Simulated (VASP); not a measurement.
Crystal: B3P2.

```xyz
5
Lattice="3.1062 0.0000 0.0000 -1.5531 2.6900 0.0000 0.0000 0.0000 6.1747" Properties=species:S:1:pos:R:3 pbc="T T T"
B     0.0000    0.0000    0.0000
B     0.0000    1.7934    3.0091
B     1.5531    0.8967    3.1656
P     0.0000    1.7934    1.1312
P     1.5531    0.8967    5.0435
```

* Program: VASP 6.6.1
* Task: relaxation of cell and atoms
* Functional: PBE
* Potentials or basis: VASP PAW PBE potentials, release 64 (B, P)
* Cutoff: 600 eV
* k mesh: 12 × 12 × 6
* Occupations: gaussian, width 0.1 eV
* Spin: no spin polarisation

At the start: pressure 0.3 GPa; volume 10.32 Å³/atom.

Question: Where does the relaxation end?

Answer: Over 10 steps the energy falls by 3.9 meV/atom and the volume is 10.38 Å³/atom (+0.6 %); space group P-3m1 (No. 164, to 0.05 Å).

Step by step:
```csv
step,energy change (eV),largest force (eV/Å),pressure (GPa),volume (Å³)
1,0.0000,0.1072,0.32,51.59
2,-0.0095,0.3178,-0.57,51.74
3,-0.0106,0.2202,-0.38,51.71
4,-0.0149,0.1417,0.20,51.56
5,-0.0153,0.1255,0.46,51.50
6,-0.0181,0.0888,0.27,51.66
7,-0.0194,0.0442,0.03,51.85
8,-0.0195,0.0397,0.02,51.87
9,-0.0194,0.0580,-0.12,51.90
10,-0.0196,0.0015,-0.05,51.88
```

Final structure:
```xyz
5
Lattice="3.0793 0.0000 0.0000 -1.5397 2.6668 0.0000 0.0000 0.0000 6.3182" Properties=species:S:1:pos:R:3 pbc="T T T"
B     0.0000    0.0000    0.0000
B     0.0000    1.7779    3.0468
B     1.5397    0.8889    3.2714
P     0.0000    1.7779    1.1482
P     1.5397    0.8889    5.1700
```
